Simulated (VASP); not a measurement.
# HC20 in VASP: further runs

HC20 is run at these levels: LDA; tasks: single point.

Everything below comes from runs of VASP 6.6.1. Logs are shortened: lines on timing, memory, paths and dates and some standing lists are left out, and cuts for length are marked.

## (1) The cell of the first run

The cell holds a slab with vacuum, 42 atoms: a = 7.202 Å, b = 8.468 Å, c = 22.792 Å, α = 90.00°, β = 90.00°, γ = 113.08°.

## (2) Single point, LDA

INCAR

```
SYSTEM = HC20
  PREC = Accurate
  ENCUT = 520
  EDIFF = 1E-6
  ISMEAR = 0
  SIGMA = 0.05
  LREAL = Auto
  LASPH = .TRUE.
  NELM = 60
  ALGO = Normal
  ISIF = 2
  LWAVE = .FALSE.
  LCHARG = .FALSE.
  LDIPOL = .TRUE.
  IDIPOL = 3
  DIPOL = 0.5 0.5 0.290
  NBANDS = 108
```

KPOINTS

```
Automatic mesh
0
G
  4 4 1
  0 0 0
```

POSCAR

```
HC20
1.0
    7.2015518731      0.0000000000      0.0000000000
   -3.3194130427      7.7907812636      0.0000000000
    0.0000000000      0.0000000000     22.7916832250
C H
40 2
Direct
    0.2501129010      0.1667043003      0.1755026147
    0.2501129010      0.6667043003      0.1755026147
    0.7501129009      0.1667043003      0.1755026147
    0.7501129009      0.6667043003      0.1755026147
    0.2498870990      0.3332956997      0.1755026147
    0.2498870990      0.8332956997      0.1755026147
    0.7498870990      0.3332956997      0.1755026147
    0.7498870990      0.8332956997      0.1755026147
    0.2501129010      0.4167043003      0.2291325538
    0.2501129010      0.9167043003      0.2291325538
    0.7501129009      0.4167043003      0.2291325538
    0.7501129009      0.9167043003      0.2291325538
    0.2498870990      0.0832956997      0.2291325538
    0.2498870991      0.5832956997      0.2291325538
    0.7498870990      0.0832956997      0.2291325538
    0.7498870990      0.5832956997      0.2291325538
    0.2500458055      0.1676520614      0.2827258575
    0.2500458055      0.6676520614      0.2827258575
    0.7500458055      0.1676520614      0.2827258575
    0.7500458055      0.6676520614      0.2827258575
    0.2499541945      0.3323479386      0.2827258575
    0.2499541945      0.8323479386      0.2827258575
    0.7499541945      0.3323479386      0.2827258575
    0.7499541945      0.8323479386      0.2827258575
    0.2500622594      0.4183368654      0.3365410697
    0.2500622594      0.9183368654      0.3365410697
    0.7500622594      0.4183368654      0.3365410697
    0.7500622594      0.9183368654      0.3365410697
    0.2499377406      0.0816631346      0.3365410697
    0.2499377406      0.5816631346      0.3365410697
    0.7499377406      0.0816631346      0.3365410697
    0.7499377406      0.5816631346      0.3365410697
    0.2501903787      0.1771682769      0.3857408485
    0.2501903787      0.6771682769      0.3857408485
    0.7501903787      0.1771682769      0.3857408485
    0.7501903787      0.6771682769      0.3857408485
    0.2498096213      0.3228317231      0.3857408485
    0.2498096213      0.8228317231      0.3857408485
    0.7498096213      0.3228317231      0.3857408485
    0.7498096213      0.8228317231      0.3857408485
    0.9998096213      0.2136619033      0.4616457293
    0.9998096213      0.4320015429      0.4616457293
```

Potentials or basis: VASP PAW LDA potentials, release 64 (C, H).

Launch:

```sh
$ cat potpaw_LDA.64/C/POTCAR potpaw_LDA.64/H/POTCAR > POTCAR
$ mpirun -np 1 vasp_std > vasp.out
```

OUTCAR:

```text
SYSTEM = HC20
   PREC = Accurate
   ENCUT = 520
   EDIFF = 1E-6
   ISMEAR = 0
   LREAL = Auto
   LASPH = .TRUE.
   NELM = 60
   ISIF = 2

 ion  position               nearest neighbor table
   1  0.250  0.167  0.176-   5 1.41  13 1.41
   2  0.250  0.667  0.176-   6 1.41  14 1.41
   3  0.750  0.167  0.176-   7 1.41  15 1.41
   4  0.750  0.667  0.176-   8 1.41  16 1.41
   5  0.250  0.333  0.176-   1 1.41   9 1.41
   6  0.250  0.833  0.176-   2 1.41  10 1.41
   7  0.750  0.333  0.176-   3 1.41  11 1.41
   8  0.750  0.833  0.176-   4 1.41  12 1.41
   9  0.250  0.417  0.229-  14 1.41   5 1.41  21 1.41
  10  0.250  0.917  0.229-  13 1.41   6 1.41  22 1.41
  11  0.750  0.417  0.229-  16 1.41   7 1.41  23 1.41
  12  0.750  0.917  0.229-  15 1.41   8 1.41  24 1.41
  13  0.250  0.083  0.229-  10 1.41   1 1.41  17 1.41
  14  0.250  0.583  0.229-   9 1.41   2 1.41  18 1.41
[... 16 lines left out ...]
  31  0.750  0.082  0.337-  35 1.38  28 1.38  19 1.43
  32  0.750  0.582  0.337-  36 1.38  27 1.38  20 1.43
  33  0.250  0.177  0.386-  37 1.23  29 1.38
  34  0.250  0.677  0.386-  38 1.23  30 1.38
  35  0.750  0.177  0.386-  39 1.23  31 1.38
  36  0.750  0.677  0.386-  40 1.23  32 1.38
  37  0.250  0.323  0.386-  33 1.23  25 1.38
  38  0.250  0.823  0.386-  34 1.23  26 1.38
  39  0.750  0.323  0.386-  35 1.23  27 1.38
  40  0.750  0.823  0.386-  36 1.23  28 1.38
  41  1.000  0.214  0.462-
  42  1.000  0.432  0.462-

  LATTYP: Found a simple monoclinic cell.
 ALAT       =     7.2015518731
 B/A-ratio  =     3.1648294182
 C/A-ratio  =     1.1759212235
 COS(beta)  =    -0.3919737412

  Lattice vectors:

 A1 = (   7.2015518731,   0.0000000000,   0.0000000000)
 A2 = (   0.0000000000,   0.0000000000, -22.7916832250)
 A3 = (  -3.3194130427,   7.7907812636,   0.0000000000)

Analysis of symmetry for initial positions (statically):
=====================================================================
 Subroutine PRICEL returns:
 Original cell was already a primitive cell.

 Routine SETGRP: Setting up the symmetry group for a
 simple monoclinic supercell.

 Subroutine GETGRP returns: Found  1 space group operations
 (whereof  1 operations were pure point group operations)
 out of a pool of  4 trial point group operations.

The static configuration has the point symmetry C_1 .

Analysis of symmetry for dynamics (positions and initial velocities):
=====================================================================
 Subroutine PRICEL returns:
 Original cell was already a primitive cell.

 Routine SETGRP: Setting up the symmetry group for a
 simple monoclinic supercell.

 Subroutine GETGRP returns: Found  1 space group operations
 (whereof  1 operations were pure point group operations)
 out of a pool of  4 trial point group operations.

The dynamic configuration has the point symmetry C_1 .

 Subroutine INISYM returns: Found  1 space group operations
 (whereof  1 operations are pure point group operations),
 and found     1 'primitive' translations

----------------------------------------------------------------------------------------

                                     Primitive cell

  volume of cell :    1278.7437

  direct lattice vectors                    reciprocal lattice vectors
     7.201551873  0.000000000  0.000000000     0.138858960  0.059163545  0.000000000
    -3.319413043  7.790781264  0.000000000     0.000000000  0.128356832  0.000000000
     0.000000000  0.000000000 22.791683225     0.000000000  0.000000000  0.043875654

  length of vectors
     7.201551873  8.468457690 22.791683225     0.150937523  0.128356832  0.043875654

  position of ions in fractional coordinates (direct lattice)
     0.250112901  0.166704300  0.175502615
     0.250112901  0.666704300  0.175502615
     0.750112901  0.166704300  0.175502615
     0.750112901  0.666704300  0.175502615
     0.249887099  0.333295700  0.175502615
     0.249887099  0.833295700  0.175502615
[... 34 lines left out ...]
     0.999809621  0.213661903  0.461645729
     0.999809621  0.432001543  0.461645729

  ion indices of the primitive-cell ions
   primitive index   ion index
                 1           1
                 2           2
                 3           3
                 4           4
                 5           5
                 6           6
[... 34 lines left out ...]
                41          41
                42          42

----------------------------------------------------------------------------------------

 KPOINTS: Automatic mesh

Automatic generation of k-mesh.
 Grid dimensions read from file:
 generate k-points for:    4    4    1

 Generating k-lattice:

  Cartesian coordinates                     Fractional coordinates (reciprocal lattice)
     0.034714740  0.014790886  0.000000000     0.250000000  0.000000000  0.000000000
     0.000000000  0.032089208  0.000000000     0.000000000  0.250000000  0.000000000
     0.000000000  0.000000000  0.043875654     0.000000000  0.000000000  1.000000000

  Length of vectors
     0.037734381  0.032089208  0.043875654

  Shift w.r.t. Gamma in fractional coordinates (k-lattice)
     0.000000000  0.000000000  0.000000000

 Subroutine IBZKPT returns following result:
 ===========================================

 Found     10 irreducible k-points:

 Following reciprocal coordinates:
            Coordinates               Weight
  0.000000  0.000000  0.000000      1.000000
  0.250000  0.000000  0.000000      2.000000
  0.500000  0.000000  0.000000      1.000000
  0.000000  0.250000  0.000000      2.000000
  0.250000  0.250000  0.000000      2.000000
  0.500000  0.250000  0.000000      2.000000
 -0.250000  0.250000  0.000000      2.000000
  0.000000  0.500000  0.000000      1.000000
  0.250000  0.500000  0.000000      2.000000
  0.500000  0.500000  0.000000      1.000000
   k-points           NKPTS =     10   k-points in BZ     NKDIM =     10   number of bands    NBANDS=    108
   number of dos      NEDOS =    301   number of ions     NIONS =     42
   total plane-waves  NPLWV = 622080
   dimension x,y,z NGX =    54 NGY =   64 NGZ =  180
   dimension x,y,z NGXF=   108 NGYF=  128 NGZF=  360
   ions per type =              40   2
   NGX,Y,Z   is equivalent  to a cutoff of  12.47, 12.56, 13.13 a.u.
   NGXF,Y,Z  is equivalent  to a cutoff of  24.93, 25.13, 26.26 a.u.
 SYSTEM =  HC20
   PREC   = accura    normal or accurate (medium, high low for compatibility)
   ISTART =      0    job   : 0-new  1-cont  2-samecut
   ICHARG =      2    charge: 1-file 2-atom 10-const
   ISPIN  =      1    spin polarized calculation?
   LNONCOLLINEAR =      F non collinear calculations
   LSORBIT =      F    spin-orbit coupling
   LASPH  =      T    aspherical Exc in radial PAW
   ENCUT  =  520.0 eV  38.22 Ry    6.18 a.u.  13.39 15.75 42.38*2*pi/ulx,y,z
   NELM   =     60;   NELMIN=  2; NELMDL= -5     # of ELM steps
   EDIFF  = 0.1E-05   stopping-criterion for ELM
   LREAL  =      T    real-space projection
   EDIFFG = 0.1E-04   stopping-criterion for IOM
   NSW    =      0    number of steps for IOM
   IBRION =     -1    ionic relax: 0-MD 1-quasi-New 2-CG
   NFREE  =      0    steps in history (QN), initial steepest desc. (CG)
   ISIF   =      2    stress and relaxation
   ISYM   =      2    0-nonsym 1-usesym 2-fastsym
   POTIM  = 0.5000    time-step for ionic-motion
   TEBEG  =    0.0;   TEEND  =   0.0 temperature during run
   PSTRESS=    0.0 pullay stress
   NELECT =     162.0000    total number of electrons
   NUPDOWN=      -1.0000    fix difference up-down
   EMIN   =  10.00;   EMAX   =-10.00  energy-range for DOS
   EFERMI =   0.00;   METHOD = LEGACY
   ISMEAR =     0;   SIGMA  =   0.05  broadening in eV -4-tet -1-fermi 0-gaus
   EFERMI_NEDOS =   21; number of points for ismear=-14 and -15
   IALGO  =     38    algorithm
   IMIX   =      4    mixing-type and parameters
     AMIX     =   0.40;   BMIX     =  1.00
     AMIX_MAG =   1.60;   BMIX_MAG =  1.00
  volume/ion in A,a.u.               =      30.45       205.46
  Fermi-wavevector in a.u.,A,eV,Ry     =   0.822215  1.553761  9.198046  0.676037
  Thomas-Fermi vector in A             =   1.933511
   LORBIT       =      0    0 simple, 1 ext, 2 COOP (PROOUT), +10 PAW based schemes
   GGA     = CA    functional components
   LHFCALC =     F    Hartree Fock is set to
   AEXX    =    0.0000 exact exchange contribution
   IVDW    =     0    specifies the selected vdW correction
   LEPSILON=     F    determine dielectric tensor
   LRPA    =     F    only Hartree local field effects (RPA)
 non-spin polarized calculation
 Gauss-broadening in eV      SIGMA  =   0.05
  energy-cutoff  :      520.00
  volume of cell :     1278.74
 maximum number of plane-waves:     34461
 NGX is ok and might be reduce to    54
   NGX = 27   NGY = 31   NGZ = 85

 dipolmoment           0.000000      0.000000      0.771377 electrons x Angstroem

 number of electron     162.0000011 magnetization

 dipolmoment           0.000000      0.000000     -0.210492 electrons x Angstroem

 Free energy of the ion-electron system (eV)
  ---------------------------------------------------
  ext. energy  EPLUGINS =         0.00000000
  ---------------------------------------------------
  free energy    TOTEN  =      -365.72190895 eV

  energy without entropy =     -365.70709597  energy(sigma->0) =     -365.71450246

 E-fermi :  -3.4403     XC(G=0):  -3.8440

 val. band max:       -3.4468422925   @ k =  -0.2500   0.2500   0.0000
 cond. band min:      -3.4264342212   @ k =   0.0000   0.0000   0.0000
 fundamental gap:      0.0204080713
 Fermi energy:        -3.4402857040

 k-point     1 :       0.0000    0.0000    0.0000
  band No.  band energies     occupation
      1     -22.1758      2.00000
      2     -21.8446      2.00000
      3     -20.7838      2.00000
      4     -20.6304      2.00000
      5     -20.5143      2.00000
      6     -20.3603      2.00000
[... 85 lines left out ...]
     92      -1.5371      0.00000
     93      -1.1494      0.00000

 k-point     2 :       0.2500    0.0000    0.0000
  band No.  band energies     occupation
      1     -22.1309      2.00000
      2     -21.8955      2.00000
      3     -20.7879      2.00000
      4     -20.6792      2.00000
      5     -20.4644      2.00000
      6     -20.3530      2.00000
[... 853 lines left out ...]
     92      -0.7927      0.00000
     93      -0.5036      0.00000
 [bands above 93 left out]

------------------------ aborting loop because EDIFF is reached ----------------------------------------

 vacuum level on the upper side and lower side of the slab       (xc-potential included)        -0.441         0.216

  FORCE on cell =-STRESS in cart. coord.  units (eV):
  Direction    XX          YY          ZZ          XY          YZ          ZX
  --------------------------------------------------------------------------------------
  -------------------------------------------------------------------------------------
  Total       -1.4071475     -8.0065019     -9.0993116      2.1029109      1.0073455      0.8532133
  in kB       -1.7630584    -10.0315927    -11.4008076      2.6348018      1.2621342      1.0690172
  external PRESSURE =      -7.7318196 kB  Pullay stress =       0.0000000 kB

 VOLUME and BASIS-vectors are now :
 -----------------------------------------------------------------------------
  energy-cutoff  :      520.00
  volume of cell :     1278.74
      direct lattice vectors                 reciprocal lattice vectors
     7.201551873  0.000000000  0.000000000     0.138858960  0.059163545  0.000000000
    -3.319413043  7.790781264  0.000000000     0.000000000  0.128356832  0.000000000
     0.000000000  0.000000000 22.791683225     0.000000000  0.000000000  0.043875654

 POSITION                                       TOTAL-FORCE (eV/Angst)
 -----------------------------------------------------------------------------------
      1.24784      1.29876      4.00000        -2.613823      6.331817      1.114572
     -0.41187      5.19415      4.00000        -2.719606      6.242710      1.119132
      4.84862      1.29876      4.00000        -2.693803      6.281003      1.098847
      3.18891      5.19415      4.00000        -2.672488      6.308942      1.144329
      0.69323      2.59663      4.00000         2.612370     -6.314822      1.132048
     -0.96648      6.49202      4.00000         2.731226     -6.260068      1.115883
[... 34 lines left out ...]
      6.49095      1.66459     10.52168        -0.702021      2.539308     -0.095976
      5.76619      3.36563     10.52168         1.197948     -1.895057     -0.001380
 -----------------------------------------------------------------------------------
    total drift:                                0.000113      0.000171     -0.043660

  FREE ENERGIE OF THE ION-ELECTRON SYSTEM (eV)
  ---------------------------------------------------
  free  energy   TOTEN  =      -365.7219089499 eV

  energy  without entropy=     -365.7070959738  energy(sigma->0) =     -365.71450246

 vacuum level on the upper side and lower side of the slab         2.458         3.134
```

It took 47 min on 1 thread of Intel Xeon 6975P-C (Granite Rapids), shared host; peak memory 1.3 GiB.

Results:

```yaml
Free_energy: -365.7219 eV
Largest_force: 6.947 eV/Å
Band_gap_on_the_k_mesh: zero (bands 81 and 82 overlap by 0.02 eV)
```

Forces in eV/Å, atoms in the order of the input:
```
C   -2.614  6.332  1.115
C   -2.720  6.243  1.119
C   -2.694  6.281  1.099
C   -2.672  6.309  1.144
C    2.612 -6.315  1.132
C    2.731 -6.260  1.116
C    2.675 -6.298  1.098
C    2.670 -6.297  1.139
C   -0.120  0.399 -1.208
C   -0.171  0.373 -1.180
C   -0.129  0.365 -1.164
C   -0.163  0.367 -1.218
C    0.116 -0.364 -1.177
C    0.168 -0.376 -1.191
C    0.161 -0.348 -1.172
C    0.143 -0.383 -1.214
C   -0.042 -0.086 -0.048
C    0.008 -0.037  0.007
C    0.055  0.037 -0.088
C    0.007 -0.009  0.019
C   -0.005 -0.005  0.027
C   -0.044 -0.008 -0.012
C    0.082  0.014 -0.089
C    0.005  0.020  0.026
C   -0.092  0.092  0.019
C    0.095 -0.052  0.052
C    0.019 -0.136  0.041
C   -0.022 -0.069 -0.006
C    0.005  0.194 -0.036
C    0.066 -0.006 -0.031
C   -0.104  0.137  0.028
C   -0.068  0.006  0.014
C    0.390 -0.732  0.140
C    0.020 -0.561  0.301
C    0.116 -0.815 -0.074
C    0.134 -0.301  0.073
C   -0.296  0.260  0.184
C   -0.237  0.458  0.076
C   -0.478  0.605 -0.072
C   -0.104  0.320  0.108
H   -0.702  2.539 -0.096
H    1.198 -1.895 -0.001
```

(Continued in part 2 of 3.)

The gap in the log of VASP goes by the Fermi energy; the results here count the filled bands.